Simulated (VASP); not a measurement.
# BaS (I4/mmm) in VASP: single point with r2SCAN

Aim: the single point of BaS with r2SCAN.

Program: VASP 6.6.1. These are calculated values, not measurements. Logs are shortened: lines on timing, memory, paths and dates and some standing lists are left out, and cuts for length are marked.

### 1 The cell of the first run

The structure is tetragonal, space group I4/mmm (No. 139). Conventional cell: a = 4.634 Å, b = 4.634 Å, c = 6.348 Å, α = 90.00°, β = 90.00°, γ = 90.00°. Within 4.2 Å of Ba (site symmetry 4/mmm) lie 6 S at 3.17 to 3.28 Å. S (site symmetry 4/mmm) has 6 Ba at 3.17 to 3.28 Å within 4.2 Å.

### 2 Single point, r2SCAN (in-plane strain +0.02)

POSCAR reads:

```
BaS
1.0
    3.2769503834      3.2769503834      0.0000000000
   -3.2769503834      3.2769503834      0.0000000000
    0.0000000000      3.2769503834      3.1741440968
Ba S
1 1
Direct
    0.0000000000      0.0000000000      0.0000000000
    0.5000000000      0.5000000000      0.0000000000
```

INCAR.step1 reads:

```
  PREC = Accurate
  ENCUT = 520
  ISMEAR = 0
  SIGMA = 0.01
  LREAL = F
  LASPH = T
  NELM = 80
  NBANDS = 15
  GGA = PE
  ALGO = Normal
  EDIFF = 1E-4
  LWAVE = T
  LCHARG = F
```

INCAR.step2 reads:

```
  PREC = Accurate
  ENCUT = 520
  EDIFF = 1E-6
  ISMEAR = 0
  SIGMA = 0.01
  LREAL = F
  LASPH = T
  NELM = 80
  ALGO = Normal
  ISIF = 2
  LWAVE = F
  LCHARG = F
  METAGGA = R2SCAN
  LMIXTAU = T
  NBANDS = 15
  ISTART = 1
```

KPOINTS reads:

```
Automatic mesh
0
Gamma
  6 6 6
```

Potentials or basis: VASP PAW PBE potentials, release 64 (Ba_sv, S).

Started as:

```sh
cat potpaw_PBE.64/Ba_sv/POTCAR potpaw_PBE.64/S/POTCAR > POTCAR
cp INCAR.step1 INCAR
mpirun -np 1 vasp_std > vasp.out
cp INCAR.step2 INCAR
mpirun -np 1 vasp_std > vasp.out
```

OUTCAR:

```text
PREC = Accurate
   ENCUT = 520
   EDIFF = 1E-6
   ISMEAR = 0
   LREAL = F
   LASPH = T
   NELM = 80
   ISIF = 2
   METAGGA = R2SCAN
   ISTART = 1

 ion  position               nearest neighbor table
   1  0.000  0.000  0.000-   2 3.17   2 3.17   2 3.28   2 3.28   2 3.28   2 3.28
   2  0.500  0.500  0.000-   1 3.17   1 3.17   1 3.28   1 3.28   1 3.28   1 3.28

  LATTYP: Found a body centered tetragonal cell.
 ALAT       =     4.6343076754
 C/A-ratio  =     1.3698460780

  Lattice vectors:

 A1 = (   3.2769503834,   0.0000000000,  -3.1741440968)
 A2 = (  -3.2769503834,   0.0000000000,  -3.1741440968)
 A3 = (   0.0000000000,   3.2769503834,   3.1741440968)

Analysis of symmetry for initial positions (statically):
=====================================================================
 Subroutine PRICEL returns:
 Original cell was already a primitive cell.

 Routine SETGRP: Setting up the symmetry group for a
 body centered tetragonal supercell.

 Subroutine GETGRP returns: Found 16 space group operations
 (whereof 16 operations were pure point group operations)
 out of a pool of 16 trial point group operations.

The static configuration has the point symmetry D_4h.

Analysis of symmetry for dynamics (positions and initial velocities):
=====================================================================
 Subroutine PRICEL returns:
 Original cell was already a primitive cell.

 Routine SETGRP: Setting up the symmetry group for a
 body centered tetragonal supercell.

 Subroutine GETGRP returns: Found 16 space group operations
 (whereof 16 operations were pure point group operations)
 out of a pool of 16 trial point group operations.

The dynamic configuration has the point symmetry D_4h.

 Subroutine INISYM returns: Found 16 space group operations
 (whereof 16 operations are pure point group operations),
 and found     1 'primitive' translations

----------------------------------------------------------------------------------------

                                     Primitive cell

  volume of cell :      68.1705

  direct lattice vectors                    reciprocal lattice vectors
     3.276950383  3.276950383  0.000000000     0.152580888  0.152580888 -0.157522779
    -3.276950383  3.276950383  0.000000000    -0.152580888  0.152580888 -0.157522779
     0.000000000  3.276950383  3.174144097     0.000000000  0.000000000  0.315045559

  length of vectors
     4.634307675  4.634307675  4.562191859     0.267161526  0.267161526  0.315045559

  position of ions in fractional coordinates (direct lattice)
     0.000000000  0.000000000  0.000000000
     0.500000000  0.500000000  0.000000000

  ion indices of the primitive-cell ions
   primitive index   ion index
                 1           1
                 2           2

----------------------------------------------------------------------------------------

 KPOINTS: Automatic mesh

Automatic generation of k-mesh.
 Grid dimensions read from file:
 generate k-points for:    6    6    6

 Generating k-lattice:

  Cartesian coordinates                     Fractional coordinates (reciprocal lattice)
     0.025430148  0.025430148 -0.026253797     0.166666667  0.000000000 -0.000000000
    -0.025430148  0.025430148 -0.026253797     0.000000000  0.166666667 -0.000000000
     0.000000000  0.000000000  0.052507593     0.000000000  0.000000000  0.166666667

  Length of vectors
     0.044526921  0.044526921  0.052507593

  Shift w.r.t. Gamma in fractional coordinates (k-lattice)
     0.000000000  0.000000000  0.000000000

 Subroutine IBZKPT returns following result:
 ===========================================

 Found     30 irreducible k-points:

 Following reciprocal coordinates:
            Coordinates               Weight
  0.000000  0.000000  0.000000      1.000000
  0.166667  0.000000  0.000000      8.000000
  0.333333  0.000000  0.000000      8.000000
  0.500000  0.000000  0.000000      4.000000
  0.166667  0.166667  0.000000      8.000000
  0.333333  0.166667  0.000000     16.000000
[... 16 lines left out ...]
 -0.333333 -0.333333  0.166667      4.000000
 -0.166667 -0.333333  0.166667     16.000000
 [... further k-points ...]
   k-points           NKPTS =     30   k-points in BZ     NKDIM =     30   number of bands    NBANDS=     15
   number of dos      NEDOS =    301   number of ions     NIONS =      2
   total plane-waves  NPLWV =  46656
   dimension x,y,z NGX =    36 NGY =   36 NGZ =   36
   dimension x,y,z NGXF=    72 NGYF=   72 NGZF=   72
   ions per type =               1   1
   NGX,Y,Z   is equivalent  to a cutoff of  12.91, 12.91, 13.12 a.u.
   NGXF,Y,Z  is equivalent  to a cutoff of  25.83, 25.83, 26.24 a.u.
 SYSTEM =  unknown system
   PREC   = accura    normal or accurate (medium, high low for compatibility)
   ISTART =      1    job   : 0-new  1-cont  2-samecut
   ICHARG =      0    charge: 1-file 2-atom 10-const
   ISPIN  =      1    spin polarized calculation?
   LNONCOLLINEAR =      F non collinear calculations
   LSORBIT =      F    spin-orbit coupling
   LASPH  =      T    aspherical Exc in radial PAW
   ENCUT  =  520.0 eV  38.22 Ry    6.18 a.u.   8.62  8.62  8.48*2*pi/ulx,y,z
   NELM   =     80;   NELMIN=  2; NELMDL=  0     # of ELM steps
   EDIFF  = 0.1E-05   stopping-criterion for ELM
   LREAL  =      F    real-space projection
   EDIFFG = 0.1E-04   stopping-criterion for IOM
   NSW    =      0    number of steps for IOM
   IBRION =     -1    ionic relax: 0-MD 1-quasi-New 2-CG
   NFREE  =      0    steps in history (QN), initial steepest desc. (CG)
   ISIF   =      2    stress and relaxation
   ISYM   =      2    0-nonsym 1-usesym 2-fastsym
   POTIM  = 0.5000    time-step for ionic-motion
   TEBEG  =    0.0;   TEEND  =   0.0 temperature during run
   PSTRESS=    0.0 pullay stress
   NELECT =      16.0000    total number of electrons
   NUPDOWN=      -1.0000    fix difference up-down
   EMIN   =  10.00;   EMAX   =-10.00  energy-range for DOS
   EFERMI =   0.00;   METHOD = LEGACY
   ISMEAR =     0;   SIGMA  =   0.01  broadening in eV -4-tet -1-fermi 0-gaus
   EFERMI_NEDOS =   21; number of points for ismear=-14 and -15
   IALGO  =     38    algorithm
   IMIX   =      4    mixing-type and parameters
     AMIX     =   0.40;   BMIX     =  1.00
     AMIX_MAG =   1.60;   BMIX_MAG =  1.00
  volume/ion in A,a.u.               =      34.09       230.02
  Fermi-wavevector in a.u.,A,eV,Ry     =   1.009833  1.908307 13.874702  1.019762
  Thomas-Fermi vector in A             =   2.142785
   LORBIT       =      0    0 simple, 1 ext, 2 COOP (PROOUT), +10 PAW based schemes
   METAGGA = R2SCAN    functional components
   LHFCALC =     F    Hartree Fock is set to
   AEXX    =    0.0000 exact exchange contribution
   IVDW    =     0    specifies the selected vdW correction
   LEPSILON=     F    determine dielectric tensor
   LRPA    =     F    only Hartree local field effects (RPA)
 non-spin polarized calculation
 Gauss-broadening in eV      SIGMA  =   0.01
  energy-cutoff  :      520.00
  volume of cell :       68.17
 maximum number of plane-waves:      1867
 NGX is ok and might be reduce to    36
   NGX = 17   NGY = 17   NGZ = 17

 number of electron      16.0000001 magnetization

 Free energy of the ion-electron system (eV)
  ---------------------------------------------------
  ext. energy  EPLUGINS =         0.00000000
  ---------------------------------------------------
  free energy    TOTEN  =       -39.19342358 eV

  energy without entropy =      -39.19342358  energy(sigma->0) =      -39.19342358

 E-fermi :   1.2061     XC(G=0):  -8.8792

 val. band max:        1.0586350368   @ k =   0.0000   0.0000   0.0000
 cond. band min:       3.5038173483   @ k =   0.0000   0.0000   0.5000
 fundamental gap:      2.4451823114
 Fermi energy:         1.2061040585

 k-point     1 :       0.0000    0.0000    0.0000
  band No.  band energies     occupation
      1     -25.9678      2.00000
      2     -10.6085      2.00000
      3     -10.6085      2.00000
      4     -10.6038      2.00000
      5      -9.7400      2.00000
      6       0.9599      2.00000
      7       0.9599      2.00000
      8       1.0586      2.00000
      9       4.9381      0.00000
     10       5.2202      0.00000
     11       5.2202      0.00000
     12       5.4311      0.00000
     13       6.1869      0.00000
     14       6.4241      0.00000
     15      10.0997      0.00000

 k-point     2 :       0.1667    0.0000    0.0000
  band No.  band energies     occupation
      1     -25.9585      2.00000
      2     -11.0033      2.00000
      3     -10.6198      2.00000
      4     -10.6105      2.00000
      5      -9.3164      2.00000
      6       0.3923      2.00000
      7       0.6652      2.00000
      8       0.7054      2.00000
      9       5.3011      0.00000
     10       5.6397      0.00000
     11       5.7483      0.00000
     12       5.8632      0.00000
     13       6.9003      0.00000
     14       7.2007      0.00000
     15      11.1389      0.00000

 k-point     3 :       0.3333    0.0000    0.0000
  band No.  band energies     occupation
      1     -25.9397      2.00000
      2     -11.4645      2.00000
      3     -10.6423      2.00000
      4     -10.6199      2.00000
      5      -8.7975      2.00000
      6      -0.4751      2.00000
      7       0.1918      2.00000
      8       0.1962      2.00000
      9       5.8290      0.00000
     10       6.7510      0.00000
     11       6.7669      0.00000
     12       7.2772      0.00000
     13       8.5463      0.00000
     14       8.9294      0.00000
     15      11.6800      0.00000

 k-point     4 :       0.5000    0.0000    0.0000
  band No.  band energies     occupation
      1     -25.9303      2.00000
      2     -11.6394      2.00000
      3     -10.6534      2.00000
      4     -10.6245      2.00000
      5      -8.5912      2.00000
      6      -0.8316      2.00000
      7      -0.0216      2.00000
      8      -0.0001      2.00000
      9       6.8646      0.00000
     10       6.9779      0.00000
     11       7.6405      0.00000
     12       7.7138      0.00000
     13      10.0486      0.00000
     14      10.3205      0.00000
     15      10.4185      0.00000
[... 307 lines left out ...]
 k-point    22 :      -0.1667    0.5000    0.1667
  band No.  band energies     occupation
      1     -25.9285      2.00000
      2     -11.2616      2.00000
      3     -10.7906      2.00000
      4     -10.7077      2.00000
      5      -9.0951      2.00000
      6      -0.2302      2.00000
      7       0.2340      2.00000
      8       0.7035      2.00000
      9       4.8177      0.00000
     10       6.9773      0.00000
     11       7.5910      0.00000
     12       7.7152      0.00000
     13       8.5472      0.00000
     14      10.0666      0.00000
     15      10.4729      0.00000

 k-point    23 :      -0.3333   -0.3333    0.1667
  band No.  band energies     occupation
      1     -25.9196      2.00000
      2     -10.9785      2.00000
      3     -10.9613      2.00000
      4     -10.8375      2.00000
      5      -9.3135      2.00000
      6       0.1649      2.00000
      7       0.3875      2.00000
      8       0.6992      2.00000
      9       4.5542      0.00000
     10       6.7810      0.00000
     11       7.7380      0.00000
     12       8.3663      0.00000
     13       8.8925      0.00000
     14       9.5910      0.00000
     15      11.1478      0.00000

 k-point    24 :      -0.1667   -0.3333    0.1667
  band No.  band energies     occupation
      1     -25.9212      2.00000
      2     -11.2911      2.00000
      3     -10.8378      2.00000
      4     -10.7475      2.00000
      5      -9.0569      2.00000
      6      -0.1923      2.00000
      7       0.3115      2.00000
      8       0.4124      2.00000
      9       5.7609      0.00000
     10       5.8668      0.00000
     11       8.0594      0.00000
     12       8.3830      0.00000
     13       8.8839      0.00000
     14      10.6824      0.00000
     15      10.7174      0.00000

 [... further k-points ...]
[... 5 lines left out ...]
  --------------------------------------------------------------------------------------
  -------------------------------------------------------------------------------------
  Total       -0.5985949     -0.5985949      0.5024553      0.0000000     -0.0000000      0.0000000
  in kB      -14.0684825    -14.0684825     11.8089597      0.0000000     -0.0000000      0.0000000
  external PRESSURE =      -5.4426684 kB  Pullay stress =       0.0000000 kB

 VOLUME and BASIS-vectors are now :
 -----------------------------------------------------------------------------
  energy-cutoff  :      520.00
  volume of cell :       68.17
      direct lattice vectors                 reciprocal lattice vectors
     3.276950383  3.276950383  0.000000000     0.152580888  0.152580888 -0.157522779
    -3.276950383  3.276950383  0.000000000    -0.152580888  0.152580888 -0.157522779
     0.000000000  3.276950383  3.174144097     0.000000000  0.000000000  0.315045559

 POSITION                                       TOTAL-FORCE (eV/Angst)
 -----------------------------------------------------------------------------------
      0.00000      0.00000      0.00000         0.000000     -0.000000      0.000000
      0.00000      3.27695      0.00000        -0.000000      0.000000      0.000000
 -----------------------------------------------------------------------------------
    total drift:                               -0.000000      0.000000     -0.000000

  FREE ENERGIE OF THE ION-ELECTRON SYSTEM (eV)
  ---------------------------------------------------
  free  energy   TOTEN  =       -39.1934235828 eV

  energy  without entropy=      -39.1934235828  energy(sigma->0) =      -39.19342358
```

It took 99 s on 1 thread of AMD EPYC 9R45 (Zen 5), shared host; peak memory 0.2 GiB.

What came out:

```
Free energy            : -39.1934 eV
Pressure               : -0.5 GPa
Band gap on the k mesh : 2.45 eV (least direct gap 2.62 eV)
```

Stress tensor (GPa, compression positive):
```
-1.41  0.00  0.00
 0.00 -1.41  0.00
 0.00  0.00  1.18
```

Caveat: the cell differs from its parent crystal (in-plane strain +0.02); the PAW data sets were made with another functional, which shifts forces and pressure a little; spin-orbit coupling is left out, which moves the levels of the heavy elements. A k mesh can miss the band edges.
